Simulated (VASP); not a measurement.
**Ga2H2O: single point with PBE**

Ga2H2O:

```xyz
5
Lattice="1.9522 3.3813 0.0000 -1.9522 3.3813 0.0000 0.0000 0.0000 4.2238" Properties=species:S:1:pos:R:3 pbc="T T T"
H    -0.0002    2.2543    0.5204
H     0.0002    4.5082    3.7034
O     0.0000    0.0000    0.0000
Ga   -0.0002    2.2543    1.9767
Ga    0.0002    4.5082    2.2470
```

* Program: VASP 6.6.1
* Task: single point
* Functional: PBE
* Potentials or basis: VASP PAW PBE potentials, release 64 (H, O, Ga_d)
* Cutoff: 520 eV
* k mesh: 10 × 10 × 8
* Occupations: fermi-dirac, width 0.1 eV
* Spin: no spin polarisation
* Dipole correction: no
* Further INCAR settings: ALGO = Normal; EDIFF = 1e-06; NBANDS = 25

* Pressure: 17.2 GPa
* Largest force: 3.159 eV/Å
* Band gap on the k mesh: zero (bands 17 and 18 overlap by 0.74 eV)

Forces on the atoms (eV/Å):
```
H    0.000  0.000 -3.159
H    0.000  0.000  3.159
O    0.000  0.000  0.000
Ga   0.005 -0.003  0.971
Ga  -0.005  0.003 -0.971
```

Stress tensor (GPa, compression positive):
```
16.97  0.03 -0.01
 0.03 17.00  0.00
-0.01  0.00 17.55
```

Levels at points of the mesh, in eV from the Fermi level:
```tsv
k point	band 15	band 16	band 17	band 18	band 19	band 20
(0.00, 0.00, 0.00)	-1.48	-0.68	-0.33	1.78	1.78	3.52
(0.50, 0.00, 0.00)	-1.83	-1.40	-1.16	0.97	1.01	3.85
(0.00, 0.50, 0.00)	-1.83	-1.40	-1.16	0.97	1.01	3.85
(0.00, 0.00, 0.50)	-1.38	-0.93	0.32	2.12	2.13	4.10
(0.50, 0.00, 0.50)	-1.73	-1.60	-1.04	0.02	0.74	5.19
(0.00, 0.50, 0.50)	-1.73	-1.60	-1.04	0.02	0.74	5.18
```

Wall time 3.8 min on 1 thread of Intel(R) Xeon(R) Platinum 8375C CPU @ 2.90GHz (Ice Lake), on a shared host, peak memory 0.39 GiB.

Caveat: the cell stands under pressure; forces of over 1 eV/Å act on the atoms, so gaps and moduli don't describe the material at rest.
